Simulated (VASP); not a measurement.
# Ti (P6_3/mmc) in VASP: single point with BLYP

Aim: the single point of Ti with BLYP.

Everything below comes from runs of VASP 6.6.1. Logs are shortened: lines on timing, memory, paths and dates and some standing lists are left out, and cuts for length are marked.

## Step 1: The cell of the first run

It takes space group P6_3/mmc (No. 194, hexagonal). The conventional cell has a = 3.000 Å, b = 3.000 Å, c = 4.749 Å, α = 90.00°, β = 90.00°, γ = 120.00°. Ti (site symmetry -6m2) has 12 Ti at 2.94 to 3.00 Å within 3.9 Å.

## Step 2: Single point, BLYP, collinear spin (18.51 Å³/atom)

Input file INCAR:

```
SYSTEM = Ti
PREC = Accurate
ENCUT = 520
EDIFF = 1E-7
ISMEAR = -1
SIGMA = 0.05
LREAL = .FALSE.
LASPH = .TRUE.
NELM = 150
ALGO = Normal
ISIF = 2
LWAVE = .FALSE.
LCHARG = .TRUE.
ISPIN = 2
MAGMOM = 1 1
LORBIT = 11
LMAXMIX = 4
GGA = B5
ALDAX = 1.0
AGGAX = 1.0
AGGAC = 1.0
ALDAC = 0.0
LELF = .TRUE.
LVHAR = .TRUE.
NBANDS = 23
```

Input file KPOINTS:

```
Automatic mesh
0
G
  20 20 11
  0 0 0
```

Input file POSCAR:

```
Ti
1.0
    2.9999309554      0.0000000000      0.0000000000
   -1.4999654777      2.5980164170      0.0000000000
    0.0000000000      0.0000000000      4.7494755379
Ti
2
Direct
    0.3333333333      0.6666666667      0.2500000000
    0.6666666667      0.3333333333      0.7500000000
```

Potentials or basis: VASP PAW PBE potentials, release 64 (Ti_sv).

Started as:

```console
cat potpaw_PBE.64/Ti_sv/POTCAR > POTCAR
mpirun -np 1 vasp_std > vasp.out
```

OUTCAR:

```text
SYSTEM = Ti
   PREC = Accurate
   ENCUT = 520
   EDIFF = 1E-7
   ISMEAR = -1
   LREAL = .FALSE.
   LASPH = .TRUE.
   NELM = 150
   ISIF = 2
   ISPIN = 2
   LORBIT = 11
   GGA = B5

 ion  position               nearest neighbor table
   1  0.333  0.667  0.250-
   2  0.667  0.333  0.750-

  LATTYP: Found a hexagonal cell.
 ALAT       =     2.9999309554
 C/A-ratio  =     1.5831949497

  Lattice vectors:

 A1 = (   2.9999309554,   0.0000000000,   0.0000000000)
 A2 = (  -1.4999654777,   2.5980164170,   0.0000000000)
 A3 = (   0.0000000000,   0.0000000000,   4.7494755379)

Analysis of symmetry for initial positions (statically):
=====================================================================
 Subroutine PRICEL returns:
 Original cell was already a primitive cell.

 Routine SETGRP: Setting up the symmetry group for a
 hexagonal supercell.

 Subroutine GETGRP returns: Found 24 space group operations
 (whereof 12 operations were pure point group operations)
 out of a pool of 24 trial point group operations.

The static configuration has the point symmetry D_3d.
 The point group associated with its full space group is D_6h.

Analysis of symmetry for dynamics (positions and initial velocities):
=====================================================================
 Subroutine PRICEL returns:
 Original cell was already a primitive cell.

 Routine SETGRP: Setting up the symmetry group for a
 hexagonal supercell.

 Subroutine GETGRP returns: Found 24 space group operations
 (whereof 12 operations were pure point group operations)
 out of a pool of 24 trial point group operations.

The dynamic configuration has the point symmetry D_3d.
 The point group associated with its full space group is D_6h.

Analysis of structural, dynamic, and magnetic symmetry:
=====================================================================
 Subroutine PRICEL returns:
 Original cell was already a primitive cell.

 Routine SETGRP: Setting up the symmetry group for a
 hexagonal supercell.

 Subroutine GETGRP returns: Found 24 space group operations
 (whereof 12 operations were pure point group operations)
 out of a pool of 24 trial point group operations.

The overall configuration has the point symmetry D_3d.
 The point group associated with its full space group is D_6h.

 Subroutine INISYM returns: Found 24 space group operations
 (whereof 12 operations are pure point group operations),
 and found     1 'primitive' translations

----------------------------------------------------------------------------------------

                                     Primitive cell

  volume of cell :      37.0168

  direct lattice vectors                    reciprocal lattice vectors
     2.999930955  0.000000000  0.000000000     0.333341005  0.192454519  0.000000000
    -1.499965478  2.598016417  0.000000000     0.000000000  0.384909038  0.000000000
     0.000000000  0.000000000  4.749475538     0.000000000  0.000000000  0.210549563

  length of vectors
     2.999930955  2.999930955  4.749475538     0.384909038  0.384909038  0.210549563

  position of ions in fractional coordinates (direct lattice)
     0.333333333  0.666666667  0.250000000
     0.666666667  0.333333333  0.750000000

  ion indices of the primitive-cell ions
   primitive index   ion index
                 1           1
                 2           2

----------------------------------------------------------------------------------------

 KPOINTS: Automatic mesh

Automatic generation of k-mesh.
 Grid dimensions read from file:
 generate k-points for:   20   20   11

 Generating k-lattice:

  Cartesian coordinates                     Fractional coordinates (reciprocal lattice)
     0.016667050  0.009622726  0.000000000     0.050000000  0.000000000  0.000000000
     0.000000000  0.019245452  0.000000000     0.000000000  0.050000000  0.000000000
     0.000000000  0.000000000  0.019140869     0.000000000  0.000000000  0.090909091

  Length of vectors
     0.019245452  0.019245452  0.019140869

  Shift w.r.t. Gamma in fractional coordinates (k-lattice)
     0.000000000  0.000000000  0.000000000

 Subroutine IBZKPT returns following result:
 ===========================================

 Found    264 irreducible k-points:

 Following reciprocal coordinates:
            Coordinates               Weight
  0.000000  0.000000  0.000000      1.000000
  0.050000 -0.000000  0.000000      6.000000
  0.100000  0.000000  0.000000      6.000000
  0.150000  0.000000  0.000000      6.000000
  0.200000  0.000000  0.000000      6.000000
  0.250000  0.000000  0.000000      6.000000
[... 16 lines left out ...]
  0.200000  0.100000  0.000000     12.000000
  0.250000  0.100000  0.000000     12.000000
 [... further k-points ...]
   k-points           NKPTS =    264   k-points in BZ     NKDIM =    264   number of bands    NBANDS=     23
   number of dos      NEDOS =    301   number of ions     NIONS =      2
   total plane-waves  NPLWV =  20736
   dimension x,y,z NGX =    24 NGY =   24 NGZ =   36
   dimension x,y,z NGXF=    48 NGYF=   48 NGZF=   72
   ions per type =               2
   NGX,Y,Z   is equivalent  to a cutoff of  13.30, 13.30, 12.60 a.u.
   NGXF,Y,Z  is equivalent  to a cutoff of  26.60, 26.60, 25.20 a.u.
 SYSTEM =  Ti
   PREC   = accura    normal or accurate (medium, high low for compatibility)
   ISTART =      0    job   : 0-new  1-cont  2-samecut
   ICHARG =      2    charge: 1-file 2-atom 10-const
   ISPIN  =      2    spin polarized calculation?
   LNONCOLLINEAR =      F non collinear calculations
   LSORBIT =      F    spin-orbit coupling
   LASPH  =      T    aspherical Exc in radial PAW
   ENCUT  =  520.0 eV  38.22 Ry    6.18 a.u.   5.58  5.58  8.83*2*pi/ulx,y,z
   NELM   =    150;   NELMIN=  2; NELMDL= -5     # of ELM steps
   EDIFF  = 0.1E-06   stopping-criterion for ELM
   LREAL  =      F    real-space projection
   EDIFFG = 0.1E-05   stopping-criterion for IOM
   NSW    =      0    number of steps for IOM
   IBRION =     -1    ionic relax: 0-MD 1-quasi-New 2-CG
   NFREE  =      0    steps in history (QN), initial steepest desc. (CG)
   ISIF   =      2    stress and relaxation
   ISYM   =      2    0-nonsym 1-usesym 2-fastsym
   POTIM  = 0.5000    time-step for ionic-motion
   TEBEG  =    0.0;   TEEND  =   0.0 temperature during run
   PSTRESS=    0.0 pullay stress
   NELECT =      24.0000    total number of electrons
   NUPDOWN=      -1.0000    fix difference up-down
   EMIN   =  10.00;   EMAX   =-10.00  energy-range for DOS
   EFERMI =   0.00;   METHOD = LEGACY
   ISMEAR =    -1;   SIGMA  =   0.05  broadening in eV -4-tet -1-fermi 0-gaus
   EFERMI_NEDOS =   21; number of points for ismear=-14 and -15
   IALGO  =     38    algorithm
   IMIX   =      4    mixing-type and parameters
     AMIX     =   0.40;   BMIX     =  1.00
     AMIX_MAG =   1.60;   BMIX_MAG =  1.00
  volume/ion in A,a.u.               =      18.51       124.90
  Fermi-wavevector in a.u.,A,eV,Ry     =   1.416921  2.677592 27.315943  2.007665
  Thomas-Fermi vector in A             =   2.538205
   LORBIT       =     11    0 simple, 1 ext, 2 COOP (PROOUT), +10 PAW based schemes
   GGA     = B5    functional components
   LHFCALC =     F    Hartree Fock is set to
   AEXX    =    0.0000 exact exchange contribution
   IVDW    =     0    specifies the selected vdW correction
   LEPSILON=     F    determine dielectric tensor
   LRPA    =     F    only Hartree local field effects (RPA)
 spin polarized calculation
  energy-cutoff  :      520.00
  volume of cell :       37.02
 maximum number of plane-waves:      1026
 NGX is ok and might be reduce to    24
   NGX = 11   NGY = 11   NGZ = 17

 number of electron      23.9999997 magnetization      -0.0000235

 number of electron      23.9999997 magnetization       0.0000039

 Free energy of the ion-electron system (eV)
  ---------------------------------------------------
  ext. energy  EPLUGINS =         0.00000000
  ---------------------------------------------------
  free energy    TOTEN  =       -13.53154481 eV

  energy without entropy =      -13.51230085  energy(sigma->0) =      -13.52192283

 E-fermi :   8.1252     XC(G=0): -10.6712

 val. band max:        8.1243551702   @ k =   0.1500   0.0500   0.3636
 cond. band min:       8.1261941905   @ k =   0.1000   0.0000   0.4545
 fundamental gap:      0.0018390203
 Fermi energy:         8.1251635967

 spin component 1

 k-point     1 :       0.0000    0.0000    0.0000
  band No.  band energies     occupation
      1     -48.6067      1.00000
      2     -48.4986      1.00000
      3     -25.2994      1.00000
      4     -24.7682      1.00000
      5     -24.7682      1.00000
      6     -24.7197      1.00000
[... 15 lines left out ...]
     22      22.5146      0.00000
     23      25.0196      0.00000

 k-point     2 :       0.0500   -0.0000    0.0000
  band No.  band energies     occupation
      1     -48.6048      1.00000
      2     -48.4978      1.00000
      3     -25.2949      1.00000
      4     -24.7774      1.00000
      5     -24.7713      1.00000
      6     -24.7216      1.00000
[... 15 lines left out ...]
     22      22.4894      0.00000
     23      24.7391      0.00000

 k-point     3 :       0.1000    0.0000    0.0000
  band No.  band energies     occupation
      1     -48.5991      1.00000
      2     -48.4957      1.00000
      3     -25.2817      1.00000
      4     -24.8041      1.00000
      5     -24.7802      1.00000
      6     -24.7274      1.00000
[... 15 lines left out ...]
     22      22.2332      0.00000
     23      24.0396      0.00000
[... 495 lines left out ...]
 k-point    23 :       0.2000    0.1000    0.0000
  band No.  band energies     occupation
      1     -48.5608      1.00000
      2     -48.4835      1.00000
      3     -25.1875      1.00000
      4     -24.9580      1.00000
      5     -24.9099      1.00000
      6     -24.8202      1.00000
[... 15 lines left out ...]
     22      18.8354      0.00000
     23      20.2872      0.00000

 k-point    24 :       0.2500    0.1000    0.0000
  band No.  band energies     occupation
      1     -48.5472      1.00000
      2     -48.4806      1.00000
      3     -25.1511      1.00000
      4     -25.0137      1.00000
      5     -24.9509      1.00000
      6     -24.8471      1.00000
[... 15 lines left out ...]
     22      17.6030      0.00000
     23      19.6194      0.00000

 [... further k-points ...]

 spin component 2

 k-point     1 :       0.0000    0.0000    0.0000
  band No.  band energies     occupation
      1     -48.6067      1.00000
      2     -48.4986      1.00000
      3     -25.2994      1.00000
      4     -24.7682      1.00000
      5     -24.7682      1.00000
      6     -24.7197      1.00000
[... 15 lines left out ...]
     22      22.5146      0.00000
     23      25.0193      0.00000

 k-point     2 :       0.0500   -0.0000    0.0000
  band No.  band energies     occupation
      1     -48.6048      1.00000
      2     -48.4978      1.00000
      3     -25.2949      1.00000
      4     -24.7774      1.00000
      5     -24.7713      1.00000
      6     -24.7216      1.00000
[... 15 lines left out ...]
     22      22.4894      0.00000
     23      24.7391      0.00000

 k-point     3 :       0.1000    0.0000    0.0000
  band No.  band energies     occupation
      1     -48.5991      1.00000
      2     -48.4957      1.00000
      3     -25.2817      1.00000
      4     -24.8041      1.00000
      5     -24.7802      1.00000
      6     -24.7274      1.00000
[... 15 lines left out ...]
     22      22.2332      0.00000
     23      24.0396      0.00000
[... 495 lines left out ...]
 k-point    23 :       0.2000    0.1000    0.0000
  band No.  band energies     occupation
      1     -48.5608      1.00000
      2     -48.4835      1.00000
      3     -25.1875      1.00000
      4     -24.9580      1.00000
      5     -24.9099      1.00000
      6     -24.8202      1.00000
[... 15 lines left out ...]
     22      18.8354      0.00000
     23      20.2872      0.00000

 k-point    24 :       0.2500    0.1000    0.0000
  band No.  band energies     occupation
      1     -48.5472      1.00000
      2     -48.4806      1.00000
      3     -25.1511      1.00000
      4     -25.0137      1.00000
      5     -24.9509      1.00000
      6     -24.8471      1.00000
[... 15 lines left out ...]
     22      17.6030      0.00000
     23      19.6194      0.00000

 [... further k-points ...]

------------------------ aborting loop because EDIFF is reached ----------------------------------------

  FORCE on cell =-STRESS in cart. coord.  units (eV):
  Direction    XX          YY          ZZ          XY          YZ          ZX
  --------------------------------------------------------------------------------------
  -------------------------------------------------------------------------------------
  Total       -0.8792444     -0.8792444     -0.9273369     -0.0000000     -0.0000000      0.0000000
  in kB      -38.0558478    -38.0558478    -40.1374057     -0.0000000     -0.0000000      0.0000000
  external PRESSURE =     -38.7497004 kB  Pullay stress =       0.0000000 kB

 VOLUME and BASIS-vectors are now :
 -----------------------------------------------------------------------------
  energy-cutoff  :      520.00
  volume of cell :       37.02
      direct lattice vectors                 reciprocal lattice vectors
     2.999930955  0.000000000  0.000000000     0.333341005  0.192454519  0.000000000
    -1.499965478  2.598016417  0.000000000     0.000000000  0.384909038  0.000000000
     0.000000000  0.000000000  4.749475538     0.000000000  0.000000000  0.210549563

 POSITION                                       TOTAL-FORCE (eV/Angst)
 -----------------------------------------------------------------------------------
     -0.00000      1.73201      1.18737        -0.000000     -0.000000      0.000000
      1.49997      0.86601      3.56211         0.000000      0.000000      0.000000
 -----------------------------------------------------------------------------------
    total drift:                               -0.000000      0.000000     -0.000000

  FREE ENERGIE OF THE ION-ELECTRON SYSTEM (eV)
  ---------------------------------------------------
  free  energy   TOTEN  =       -13.5315448072 eV

  energy  without entropy=      -13.5123008540  energy(sigma->0) =      -13.52192283

 total charge

# of ion       s       p       d       tot
------------------------------------------
    1        2.239   6.102   1.898  10.239
    2        2.239   6.102   1.898  10.239
--------------------------------------------------
tot          4.479  12.203   3.797  20.478

 magnetization (x)

# of ion       s       p       d       tot
------------------------------------------
    1        0.000  -0.000   0.000   0.000
    2        0.000  -0.000   0.000   0.000
--------------------------------------------------
tot          0.000  -0.000   0.000   0.000
```

It took 3 min on 1 thread of Intel Xeon 6975P-C (Granite Rapids), shared host; peak memory 0.39 GiB.

What came out:

```
Free energy                                           : -13.5315 eV
Pressure                                              : -3.9 GPa
Band gap on the k mesh                                : zero (filled and empty bands overlap)
Net moment                                            : 0.00 μB per cell
Valence electrons inside the program's atomic spheres : Ti 10.24
```

Levels at points of the mesh, in eV from the Fermi level:
Spin up:
```
           k point  band 10  band 11  band 12  band 13  band 14  band 15
(0.00, 0.00, 0.00)    -2.50     0.68     0.68     0.77     0.83     1.12
(0.50, 0.00, 0.00)    -1.96    -1.66    -0.55     0.42     0.57     1.05
```
Spin down:
```
           k point  band 10  band 11  band 12  band 13  band 14  band 15
(0.00, 0.00, 0.00)    -2.50     0.68     0.68     0.77     0.83     1.12
(0.50, 0.00, 0.00)    -1.96    -1.66    -0.55     0.42     0.57     1.05
```

Caveat: the cell stands under tension; the PAW data sets were made with another functional, which shifts forces and pressure a little.
